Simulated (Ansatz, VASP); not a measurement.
## One calculation of TePb, two programs

```
Te Pb
1.0
     0.00000    3.26786    3.26786
     3.26786    0.00000    3.26786
     3.26786    3.26786    0.00000
Te Pb
1 1
Cartesian
  3.2679 3.2679 3.2679
  0.0000 0.0000 0.0000
```

Alike in both runs: task single point; functional r2SCAN0; k mesh 6 × 6 × 6; no spin polarisation.

|  | VASP | Ansatz |
| --- | --- | --- |
| version | VASP 6.6.1 | Ansatz 0.2.0 |
| potentials or method | VASP PAW PBE potentials, release 64 (Te, Pb_d) | plane waves, PAW |
| plane-wave cutoff (eV) | 520 | 500 |
| occupations | gaussian, width 0.01 eV | fixed |
| valence electrons in the cell | 20 | 30 |

Ansatz gave:

```
gap on the k mesh at the Fermi level (eV) : 1.95
pressure (GPa)                            : -0.5
```

Task: What did VASP give for the same quantities?

Result: gap on the k mesh at the Fermi level (eV): 1.95; pressure (GPa): -0.8.

VASP's potentials were made for PBE, not for r2SCAN0. VASP's potentials hold 20 valence electrons a cell and Ansatz's 30, so a difference there can come from the potentials and not from the codes. Ansatz's warnings: stress exchange threshold loose, stress scf threshold loose.

Spin-orbit coupling is off throughout.
